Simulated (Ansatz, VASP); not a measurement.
**NiO in VASP and in Ansatz**

INCAR

```
SYSTEM = NiO
ALGO = Normal ; EDIFF = 1E-7
ENCUT = 520 ; GGA = PS
ISIF = 2 ; ISMEAR = 0
ISPIN = 2 ; LASPH = .TRUE.
LCHARG = .TRUE. ; LDAU = .TRUE.
LDAUJ = 0 0 ; LDAUL = 2 -1
LDAUPRINT = 1 ; LDAUTYPE = 2
LDAUU = 7.2 0 ; LELF = .TRUE.
LMAXMIX = 4 ; LORBIT = 11
LREAL = .FALSE. ; LVHAR = .TRUE.
LWAVE = .FALSE. ; MAGMOM = 0.5 0
NBANDS = 19 ; NELM = 150
PREC = Accurate ; SIGMA = 0.05
```

File KPOINTS:

```
k-points
0
G
  10 10 10
  0 0 0
```

The input POSCAR:

```
NiO
1.0
    0.0000000000      2.0913095126      2.0913095126
    2.0913095126      0.0000000000      2.0913095126
    2.0913095126      2.0913095126      0.0000000000
Ni O
1 1
Direct
    0.0000000000      0.0000000000      0.0000000000
    0.5000000000      0.5000000000      0.5000000000
```

Input for Ansatz:

```yaml
crystal:
  lattice:
    - [0.0, 2.0913095126, 2.0913095126]
    - [2.0913095126, 0.0, 2.0913095126]
    - [2.0913095126, 2.0913095126, 0.0]
  atoms:
    - { symbol: Ni, position: [0.0, 0.0, 0.0], spin: 0.5 }
    - { symbol: O, position: [0.5, 0.5, 0.5] }
basis:
  ecutwfc: 420
  ecutrho_ratio: 4
kpoints:
  mp_grid: { grid: [10, 10, 10] }
hamiltonian:
  xc: pbesol
  hubbard: { sites: [{ species: Ni, l: d, u_eff: 7.2 }] }
scf:
  occupations: { method: gaussian, width: 0.05 }
  lower_state_search: "off"
output:
  forces: true
  stress: true
  eigenvalues: true
  populations: true
  hubbard: { sites: [{ species: Ni, l: d }] }
magnetization:
  spin_polarized: true
checkpoint:
  read: start.run
  write: ck
  compress: false
  write_wavefunctions: false
  write_every: 100000
```

Alike in both runs: task single point; functional PBEsol; k mesh 10 × 10 × 10; occupations gaussian, width 0.05 eV; collinear spin; Hubbard terms Ni d U = 7.2 eV.

```csv
,VASP,Ansatz
version,VASP 6.6.1,Ansatz 0.2.0
potentials or method,"VASP PAW PBE potentials, release 64 (Ni, O), cutoff 520 eV","scalar-relativistic, plane waves, PAW"
valence electrons in the cell,16,24
```

```csv
,VASP,Ansatz,Ansatz less VASP
gap on the k mesh at the Fermi level (eV),2.79,2.23,-0.557
least direct gap on the mesh (eV),3.44,3.08,-0.359
pressure (GPa),-9.6,3.6,+13.15
net moment per atom (μB),1.00,1.00,0.000
size of the moment on the site where the two differ most (μB),1.85,1.73,-0.116
```

VASP's potentials were made for PBE, not for PBEsol. Site moments also hang on the region over which each program counts them. The programs project onto different local orbitals, so the same U acts differently, and such runs can settle in different states. VASP's potentials hold 16 valence electrons a cell and Ansatz's 24, so a difference there can come from the potentials and not from the codes. Ansatz's warnings: stability check not made.
